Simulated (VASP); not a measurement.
Set up this calculation in VASP 6.6.1, as the native input.

```
Task                   : single point
Functional             : PBE
Potentials or basis    : VASP PAW PBE potentials, release 64 (Ta_pv)
Cutoff                 : 520 eV
k mesh                 : 9 × 9 × 12
Occupations            : fermi-dirac, width 0.1 eV
Spin                   : no spin polarisation
Dipole correction      : no
Further INCAR settings : ALGO = Normal; EDIFF = 1e-06; NBANDS = 24
```

The structure of Ta lies in POSCAR:

```
Ta
1.0
    4.3179044207      0.0000000000      0.0000000000
   -2.1589522104      3.7394149195      0.0000000000
    0.0000000000      0.0000000000      2.4568232395
Ta
3
Direct
    0.0000000000      0.0000000000      0.0000000000
    0.3333333333      0.6666666667      0.5000000000
    0.6666666667      0.3333333333      0.5000000000
```

These files were run (other wordings do the same):

INCAR

```
ALGO     = Normal         # electronic algorithm
EDIFF    = 1E-6           # SCF threshold, eV
ENCUT    = 520            # plane-wave cutoff, eV
GGA      = PE             # functional
ISIF     = 2              # what is computed and relaxed
ISMEAR   = -1             # smearing method
LASPH    = T              # aspherical terms in the spheres
LCHARG   = T              # write CHGCAR
LELF     = T              # ELF
LREAL    = F              # projectors in reciprocal space
LVHAR    = T            
LWAVE    = F              # write WAVECAR
NBANDS   = 24             # bands
NELM     = 60             # most SCF steps
PREC     = Accurate       # precision mode
SIGMA    = 0.1            # smearing width, eV
```

KPOINTS

```
k-points
0
Gamma
  9 9 12
```

Potentials or basis: VASP PAW PBE potentials, release 64 (Ta_pv).

The run is started by

```sh
$ cat potpaw_PBE.64/Ta_pv/POTCAR > POTCAR
$ mpirun -np 1 vasp_std > vasp.out
```

It gave:

| Quantity | Value |
| --- | --- |
| Pressure | 123.2 GPa |

Wall time 42 s on 1 thread of AMD EPYC 9R45 96-Core Processor (Zen 5), on a shared host, peak memory 0.16 GiB.
